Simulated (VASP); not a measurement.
# BN in VASP: notebook

Runs on BN. Level: PBE+D3(BJ). Tasks: relaxation of cell and atoms, single point.

Everything below comes from runs of VASP 6.6.1. Logs are shortened: lines on timing, memory, paths and dates and some standing lists are left out, and cuts for length are marked.

### 1 The cell of the first run

The typed cell holds 2 atoms: a = 2.505 Å, b = 2.505 Å, c = 3.534 Å, α = 99.91°, β = 100.57°, γ = 119.93°.

### 2 Relaxation of cell and atoms, PBE+D3(BJ)

The input, INCAR:

```
SYSTEM = BN
PREC     = Accurate       ! precision mode
ENCUT    = 600            ! plane-wave cutoff, eV
EDIFF    = 1E-7           ! SCF threshold, eV
ISMEAR   = 0              ! smearing method
SIGMA    = 0.02           ! smearing width, eV
LREAL    = .False.        ! projectors in reciprocal space
LASPH    = .True.         ! aspherical terms in the spheres
NELM     = 100            ! most SCF steps
ALGO     = Normal         ! electronic algorithm
ISIF     = 3              ! what is computed and relaxed
LWAVE    = .False.        ! write WAVECAR
LCHARG   = .False.        ! write CHGCAR
GGA      = PE             ! functional
IVDW     = 12             ! dispersion correction
IBRION   = 2              ! ionic algorithm
NSW      = 100            ! ionic steps
EDIFFG   = -0.005         ! ionic threshold
```

The input, KPOINTS:

```
Automatic mesh
0
Gamma
  12 12 12
  0 0 0
```

The input, POSCAR:

```
BN
1.0
    2.5051024059     -0.0026210394     -0.0081031904
   -1.2475243501      2.1723700281      0.0077882321
   -0.6385545054     -1.0796519251      3.3036746086
B N
1 1
Direct
    0.9908489933      0.9911840822     -0.0065825200
    0.6573000067      0.3246999178      0.9933875200
```

Potentials or basis: VASP PAW PBE potentials, release 64 (B, N).

Started as:

```bash
cat potpaw_PBE.64/B/POTCAR potpaw_PBE.64/N/POTCAR > POTCAR
mpirun -np 1 vasp_std > vasp.out
```

OUTCAR:

```text
SYSTEM = BN
   PREC = Accurate
   ENCUT = 600
   EDIFF = 1E-7
   ISMEAR = 0
   LREAL = .False.
   LASPH = .True.
   NELM = 100
   ISIF = 3
   GGA = PE
   IVDW = 12
   IBRION = 2
   NSW = 100
   EDIFFG = -0.005
 IVDW          = 12

 ion  position               nearest neighbor table
   1  0.991  0.991  0.993-   2 1.45   2 1.45   2 1.45
   2  0.657  0.325  0.993-   1 1.45   1 1.45   1 1.45

  LATTYP: Found a triclinic cell.
 ALAT       =     2.5051086203
 B/A-ratio  =     1.0010944523
 C/A-ratio  =     1.5724064579
 COS(alpha) =     0.0001993166
 COS(beta)  =     0.4716370740
 COS(gamma) =     0.5005439316

  Lattice vectors:

 A1 = (  -1.2475243501,   2.1723700281,   0.0077882321)
 A2 = (   1.2575780558,   2.1697489887,  -0.0003149583)
 A3 = (  -1.8665479005,   1.0822729645,  -3.2955714182)

Analysis of symmetry for initial positions (statically):
=====================================================================
 Subroutine PRICEL returns:
 Original cell was already a primitive cell.

 Routine SETGRP: Setting up the symmetry group for a
 triclinic supercell.

 Subroutine GETGRP returns: Found  1 space group operations
 (whereof  1 operations were pure point group operations)
 out of a pool of  2 trial point group operations.

The static configuration has the point symmetry C_1 .

Analysis of symmetry for dynamics (positions and initial velocities):
=====================================================================
 Subroutine PRICEL returns:
 Original cell was already a primitive cell.

 Routine SETGRP: Setting up the symmetry group for a
 triclinic supercell.

 Subroutine GETGRP returns: Found  1 space group operations
 (whereof  1 operations were pure point group operations)
 out of a pool of  2 trial point group operations.

The dynamic configuration has the point symmetry C_1 .

 Subroutine INISYM returns: Found  1 space group operations
 (whereof  1 operations are pure point group operations),
 and found     1 'primitive' translations

----------------------------------------------------------------------------------------

                                     Primitive cell

  volume of cell :      17.9667

  direct lattice vectors                    reciprocal lattice vectors
     2.505102406 -0.002621039 -0.008103190     0.399917229  0.229114428  0.152173819
    -1.247524350  2.172370028  0.007788232     0.000968884  0.460343109  0.150628941
    -0.638554505 -1.079651925  3.303674609     0.000978625 -0.000523266  0.302711398

  length of vectors
     2.505116883  2.505108620  3.533789192     0.485370046  0.484361223  0.302713432

  position of ions in fractional coordinates (direct lattice)
     0.990848993  0.991184082  0.993417480
     0.657300007  0.324699918  0.993387520

  ion indices of the primitive-cell ions
   primitive index   ion index
                 1           1
                 2           2

----------------------------------------------------------------------------------------

 KPOINTS: Automatic mesh

Automatic generation of k-mesh.
 Grid dimensions read from file:
 generate k-points for:   12   12   12

 Generating k-lattice:

  Cartesian coordinates                     Fractional coordinates (reciprocal lattice)
     0.033326436  0.019092869  0.012681152     0.083333333 -0.000000000  0.000000000
     0.000080740  0.038361926  0.012552412     0.000000000  0.083333333  0.000000000
     0.000081552 -0.000043606  0.025225950     0.000000000 -0.000000000  0.083333333

  Length of vectors
     0.040447504  0.040363435  0.025226119

  Shift w.r.t. Gamma in fractional coordinates (k-lattice)
     0.000000000  0.000000000  0.000000000

 Subroutine IBZKPT returns following result:
 ===========================================

 Found    868 irreducible k-points:

 Following reciprocal coordinates:
            Coordinates               Weight
  0.000000  0.000000  0.000000      1.000000
  0.083333 -0.000000 -0.000000      2.000000
  0.166667  0.000000 -0.000000      2.000000
  0.250000 -0.000000 -0.000000      2.000000
  0.333333 -0.000000 -0.000000      2.000000
  0.416667  0.000000 -0.000000      2.000000
[... 16 lines left out ...]
  0.250000  0.166667 -0.000000      2.000000
  0.333333  0.166667  0.000000      2.000000
 [... further k-points ...]
   k-points           NKPTS =    868   k-points in BZ     NKDIM =    868   number of bands    NBANDS=      8
   number of dos      NEDOS =    301   number of ions     NIONS =      2
   total plane-waves  NPLWV =  11200
   dimension x,y,z NGX =    20 NGY =   20 NGZ =   28
   dimension x,y,z NGXF=    40 NGYF=   40 NGZF=   56
   ions per type =               1   1
   NGX,Y,Z   is equivalent  to a cutoff of  13.27, 13.27, 13.17 a.u.
   NGXF,Y,Z  is equivalent  to a cutoff of  26.55, 26.55, 26.35 a.u.
 SYSTEM =  BN
   PREC   = accura    normal or accurate (medium, high low for compatibility)
   ISTART =      0    job   : 0-new  1-cont  2-samecut
[... 75 lines left out ...]
  band No.  band energies     occupation
      1     -15.3486      2.00000
      2      -1.6362      2.00000
      3       0.4309      2.00000
      4       0.7328      2.00000
      5       7.9054      0.00000
      6      13.8655      0.00000
      7      14.4867      0.00000
      8      14.9437      0.00000

 k-point     3 :       0.1667    0.0000   -0.0000
  band No.  band energies     occupation
      1     -14.9351      2.00000
      2      -1.3022      2.00000
      3      -0.9543      2.00000
      4       0.1051      2.00000
      5       8.7642      0.00000
      6      13.5699      0.00000
      7      13.7539      0.00000
      8      16.0890      0.00000

 k-point     4 :       0.2500   -0.0000   -0.0000
  band No.  band energies     occupation
      1     -14.2789      2.00000
      2      -2.7645      2.00000
      3      -0.6763      2.00000
      4      -0.6206      2.00000
      5       9.7770      0.00000
      6      11.9353      0.00000
      7      13.6557      0.00000
      8      18.3516      0.00000

 k-point     5 :       0.3333   -0.0000   -0.0000
  band No.  band energies     occupation
      1     -13.4532      2.00000
      2      -4.5392      2.00000
      3      -1.2476      2.00000
      4       0.1221      2.00000
      5       9.2037      0.00000
      6      11.7093      0.00000
      7      13.9821      0.00000
      8      20.4360      0.00000

 k-point     6 :       0.4167    0.0000   -0.0000
  band No.  band energies     occupation
      1     -12.6424      2.00000
      2      -5.9699      2.00000
      3      -1.6576      2.00000
      4       0.9620      2.00000
      5       7.6744      0.00000
      6      12.1309      0.00000
      7      15.1145      0.00000
      8      19.4680      0.00000

 k-point     7 :       0.5000   -0.0000   -0.0000
  band No.  band energies     occupation
      1     -12.2598      2.00000
      2      -6.5665      2.00000
      3      -1.7994      2.00000
      4       1.3831      2.00000
      5       6.9777      0.00000
      6      12.2153      0.00000
      7      16.0349      0.00000
      8      18.7382      0.00000
[... 133 lines left out ...]
 k-point    20 :      -0.0000    0.1667    0.0000
  band No.  band energies     occupation
      1     -14.9359      2.00000
      2      -1.2949      2.00000
      3      -0.9552      2.00000
      4       0.1061      2.00000
      5       8.7523      0.00000
      6      13.5825      0.00000
      7      13.7444      0.00000
      8      16.0893      0.00000

 k-point    21 :       0.0833    0.1667   -0.0000
  band No.  band energies     occupation
      1     -14.5287      2.00000
      2      -1.9840      2.00000
      3      -0.9690      2.00000
      4      -0.5561      2.00000
      5       9.5974      0.00000
      6      12.5705      0.00000
      7      14.0611      0.00000
      8      16.7623      0.00000

 k-point    22 :       0.1667    0.1667   -0.0000
  band No.  band energies     occupation
      1     -13.8925      2.00000
      2      -3.1879      2.00000
      3      -1.5752      2.00000
      4      -0.4236      2.00000
      5      10.0936      0.00000
      6      12.0122      0.00000
      7      14.7947      0.00000
      8      17.2836      0.00000

 k-point    23 :       0.2500    0.1667   -0.0000
  band No.  band energies     occupation
      1     -13.1055      2.00000
      2      -4.5407      2.00000
      3      -2.4500      2.00000
      4       0.3554      2.00000
      5       8.9951      0.00000
      6      13.0184      0.00000
      7      15.2597      0.00000
      8      18.2635      0.00000

 k-point    24 :       0.3333    0.1667    0.0000
  band No.  band energies     occupation
      1     -12.3532      2.00000
      2      -5.7368      2.00000
      3      -2.9830      2.00000
      4       1.2202      2.00000
      5       7.7072      0.00000
      6      13.8138      0.00000
      7      15.6732      0.00000
      8      18.3372      0.00000

 [... further k-points ...]

------------------------ aborting loop because EDIFF is reached ----------------------------------------

 Edisp (eV)   -0.28370

 E8    (eV) :    -0.0832

  FORCE on cell =-STRESS in cart. coord.  units (eV):
  Direction    XX          YY          ZZ          XY          YZ          ZX
  --------------------------------------------------------------------------------------
  -------------------------------------------------------------------------------------
  Total      -0.00934    -0.00833     0.00618     0.00064     0.00153    -0.00211
  in kB      -0.83311    -0.74275     0.55130     0.05742     0.13659    -0.18829
  external pressure =       -0.34 kB  Pullay stress =        0.00 kB

 VOLUME and BASIS-vectors are now :
 -----------------------------------------------------------------------------
  energy-cutoff  :      600.00
  volume of cell :       17.97
      direct lattice vectors                 reciprocal lattice vectors
     2.505102406 -0.002621039 -0.008103190     0.399917229  0.229114428  0.152173819
    -1.247524350  2.172370028  0.007788232     0.000968884  0.460343109  0.150628941
    -0.638554505 -1.079651925  3.303674609     0.000978625 -0.000523266  0.302711398

 POSITION                                       TOTAL-FORCE (eV/Angst)
 -----------------------------------------------------------------------------------
      0.61130      1.07808      3.28162        -0.000122     -0.000086      0.000584
      0.60720     -0.36887      3.27903         0.000122      0.000086     -0.000584
 -----------------------------------------------------------------------------------
    total drift:                                0.000012      0.000040      0.000033

  FREE ENERGIE OF THE ION-ELECTRON SYSTEM (eV)
  ---------------------------------------------------
  free  energy   TOTEN  =       -17.8587193769 eV

  energy  without entropy=      -17.8587193769  energy(sigma->0) =      -17.85871938

 reached required accuracy - stopping structural energy minimisation
```

Wall time 81 s (1 thread of Intel Xeon Platinum 8375C at 2.90GHz (Ice Lake), shared host); peak memory 0.28 GiB.

What came out:

```
Free energy                : -17.8587 eV
Pressure after relaxing    : 0.0 GPa
Band gap on the k mesh     : 3.60 eV, indirect (least direct gap 4.53 eV)
Dispersion energy per atom : -0.142 eV
```

Stress tensor (GPa, compression positive):
```
-0.08  0.01 -0.02
 0.01 -0.07  0.01
-0.02  0.01  0.06
```

Final structure:
```xyz
2
Lattice="2.5051 -0.0026 -0.0081 -1.2475 2.1724 0.0078 -0.6386 -1.0797 3.3037" Properties=species:S:1:pos:R:3 pbc="T T T"
B     0.6113    1.0781    3.2816
N     0.6072   -0.3689    3.2790
```

Caveat: the relaxation stopped at its first step, so nothing moved. A k mesh can miss the band edges.

### 3 Single point, PBE+D3(BJ)

The input, INCAR:

```
  PREC = Accurate
  ENCUT = 520
  EDIFF = 1E-7
  ISMEAR = 0
  SIGMA = 0.1
  LREAL = False
  LASPH = True
  NELM = 80
  ALGO = Normal
  ISIF = 2
  LWAVE = False
  LCHARG = False
  GGA = PE
  IVDW = 12
  NBANDS = 11
```

The input, KPOINTS:

```
regular mesh
0
Gamma
  10 10 10
```

POSCAR is that of step 2.

Potentials or basis: VASP PAW PBE potentials, release 64 (B, N).

Started as:

```bash
cat potpaw_PBE.64/B/POTCAR potpaw_PBE.64/N/POTCAR > POTCAR
mpirun -np 1 vasp_std > vasp.out
```

Run time: 69 s. Hardware: 1 thread of Intel Xeon Platinum 8375C at 2.90GHz (Ice Lake), shared host; peak memory 0.21 GiB.

The run converged. Its results:

* Free energy: -17.8555 eV
* Pressure: 0.1 GPa
* Band gap on the k mesh: 3.59 eV, indirect (least direct gap 4.66 eV)
* Dispersion energy per atom: -0.142 eV

Levels at points of the mesh, in eV from the valence-band top:
```
           k point  band 2  band 3  band 4  band 5  band 6  band 7
(0.00, 0.00, 0.00)   -4.20   -1.46   -1.45    5.13   11.42   11.53
(0.50, 0.00, 0.00)   -9.01   -4.24   -1.06    4.53    9.77   13.59
(0.00, 0.50, 0.00)   -9.02   -4.24   -1.04    4.57    9.78   13.55
(0.50, 0.50, 0.00)   -9.15   -4.24   -0.37    6.02    9.35   12.36
(0.00, 0.00, 0.50)   -6.36   -1.49   -1.44   10.15   11.36   11.46
(0.50, 0.00, 0.50)   -9.02   -4.24   -1.04    4.57    9.78   13.55
(0.00, 0.50, 0.50)   -9.01   -4.24   -1.06    4.54    9.77   13.59
(0.50, 0.50, 0.50)   -8.86   -4.30   -1.66    3.59    9.76   14.87
```

A k mesh can miss the band edges. A hybrid or GW would open this gap; PBE tends to underestimate it.

### 4 Relaxation of cell and atoms, PBE+D3(BJ)

This run uses another cell than the first one, of 8.25 Å³/atom, 0.918 times its volume.

The input, INCAR:

```
PREC = Accurate ; ENCUT = 600
EDIFF = 1E-7 ; ISMEAR = 0
SIGMA = 0.1 ; LREAL = False
LASPH = True ; NELM = 100
ALGO = Normal ; ISIF = 3
LWAVE = False ; LCHARG = False
GGA = PE ; IVDW = 12
IBRION = 2 ; NSW = 100
EDIFFG = -0.05
```

The input, KPOINTS:

```
Automatic mesh
0
Gamma
  10 10 10
```

The input, POSCAR:

```
BN
1.0
    2.5080409239      0.0000000000      0.0000000000
   -1.2467107647      2.1762310413      0.0000000000
   -0.6306650796     -1.0881155206      3.0225400000
B N
1 1
Direct
    0.9796430000      0.9834990000      0.0018060000
    0.6685060000      0.3323850000      0.9849990000
```

Started as:

```bash
cat potpaw_PBE.64/B/POTCAR potpaw_PBE.64/N/POTCAR > POTCAR
mpirun -np 1 vasp_std > vasp.out
```

Wall time 6 min (1 thread of Intel Xeon 6975P-C (Granite Rapids), shared host); peak memory 0.21 GiB.

It converged, with:

| Item | Value |
| --- | --- |
| Free energy | -17.8565 eV |
| Relaxed volume | 8.98 Å³/atom |
| Relaxed cell | a = 2.505 Å, b = 2.505 Å, c = 3.533 Å, α = 100.17°, β = 100.26°, γ = 119.95° |
| Space group after relaxing (to 0.05 Å) | Fmm2 (No. 42) |
| Energy gained by relaxing | 65.9 meV/atom |
| Ionic steps | 17 |
| Pressure after relaxing | 0.1 GPa |
| Largest force after relaxing | 0.043 eV/Å |
| Band gap on the k mesh | 3.60 eV, indirect (least direct gap 4.66 eV) |
| Dispersion energy per atom | -0.142 eV |

Forces on the atoms (eV/Å):
```
B   -0.035  0.012 -0.022
N    0.035 -0.012  0.022
```

Stress tensor (GPa, compression positive):
```
 0.09  0.28 -0.01
 0.28  0.08  0.00
-0.01  0.00  0.11
```

The path:
| step | energy change (eV) | largest force (eV/Å) | pressure (GPa) | volume (Å³) |
| --- | --- | --- | --- | --- |
| 1 | 0.0000 | 2.7248 | 1.66 | 16.50 |
| 2 | 0.7962 | 10.0213 | 20.26 | 16.69 |
| 3 | -0.1011 | 0.5742 | -0.30 | 16.55 |
| 4 | -0.1011 | 0.5714 | -0.31 | 16.55 |
| 5 | -0.1032 | 0.9898 | 4.28 | 16.53 |
| 6 | -0.1123 | 0.4090 | 1.98 | 16.54 |
| 7 | -0.1152 | 0.4379 | 2.25 | 16.72 |
| 8 | -0.1178 | 0.1443 | 2.10 | 16.65 |
| 9 | -0.1207 | 0.2780 | 0.27 | 16.89 |
| 10 | -0.1207 | 0.2672 | 0.32 | 16.88 |
| 11 | -0.1234 | 0.1853 | -0.04 | 17.03 |
| 12 | -0.1259 | 0.2878 | -0.74 | 17.35 |
| 13 | -0.1283 | 0.1905 | -0.26 | 17.45 |
| 14 | -0.1301 | 0.2627 | 0.83 | 17.68 |
| 15 | -0.1314 | 0.1183 | 0.82 | 17.83 |
| 16 | -0.1315 | 0.1101 | 0.82 | 17.90 |
| 17 | -0.1319 | 0.0432 | 0.09 | 17.96 |

Final structure:
```cif
data_structure
_symmetry_space_group_name_H-M 'P 1'
_symmetry_Int_Tables_number 1
_cell_length_a 2.5047
_cell_length_b 2.5055
_cell_length_c 3.5331
_cell_angle_alpha 100.169
_cell_angle_beta 100.262
_cell_angle_gamma 119.947
_cell_volume 17.96
loop_
_atom_site_label
_atom_site_type_symbol
_atom_site_fract_x
_atom_site_fract_y
_atom_site_fract_z
_atom_site_occupancy
B1 B 0.99108 0.99124 0.99367 1
N1 N 0.65707 0.32465 0.99313 1
```

Levels at points of the mesh, in eV from the valence-band top:
| k point | band 1 | band 2 | band 3 | band 4 | band 5 | band 6 | band 7 | band 8 |
| --- | --- | --- | --- | --- | --- | --- | --- | --- |
| (0.00, 0.00, 0.00) | -17.93 | -4.20 | -1.46 | -1.44 | 5.13 | 11.41 | 11.55 | 13.01 |
| (0.50, 0.00, 0.00) | -14.70 | -9.01 | -4.24 | -1.04 | 4.56 | 9.77 | 13.57 | 16.25 |
| (0.00, 0.50, 0.50) | -14.70 | -9.01 | -4.24 | -1.05 | 4.55 | 9.78 | 13.58 | 16.26 |
| (0.00, 0.50, 0.00) | -14.71 | -9.01 | -4.24 | -1.04 | 4.55 | 9.78 | 13.57 | 16.24 |
| (0.50, 0.00, 0.50) | -14.70 | -9.01 | -4.24 | -1.04 | 4.55 | 9.77 | 13.57 | 16.25 |
| (0.50, 0.50, 0.00) | -14.77 | -9.15 | -4.23 | -0.37 | 6.03 | 9.36 | 12.36 | 14.05 |
| (0.00, 0.00, 0.50) | -17.63 | -6.36 | -1.50 | -1.43 | 10.16 | 11.38 | 11.45 | 12.18 |
| (0.50, 0.50, 0.50) | -14.61 | -8.86 | -4.30 | -1.67 | 3.60 | 9.77 | 14.87 | 18.99 |

Caveat: the relaxation stopped at a loose force limit of 0.05 eV/Å, so its end isn't a converged minimum.

### 5 Summary

```csv
task,cell,k mesh,cutoff (eV),smearing,gap on the mesh (eV),pressure (GPa)
relaxation of cell and atoms,"relaxed from a = 2.505, b = 2.505, c = 3.534 Å, angles 99.9, 100.6, 119.9°, 2 atoms",12 × 12 × 12,600,gaussian 0.02 eV,3.60,0.0
single point,"a = 2.505, b = 2.505, c = 3.534 Å, angles 99.9, 100.6, 119.9°, 2 atoms",10 × 10 × 10,520,gaussian 0.1 eV,3.59,0.1
relaxation of cell and atoms,"relaxed from a = 2.508, b = 2.508, c = 3.274 Å, angles 101.1, 101.1, 119.8°, 2 atoms",10 × 10 × 10,600,gaussian 0.1 eV,3.60,0.1
```

Alike in all rows: level PBE+D3(BJ); potentials or basis VASP PAW PBE potentials, release 64 (B, N); no spin polarisation.

Caveats: the relaxation stopped at its first step, so nothing moved (some runs); the relaxation stopped at a loose force limit of 0.05 eV/Å, so its end isn't a converged minimum (some runs).

Absolute energies hang on the potentials; compare differences alone.
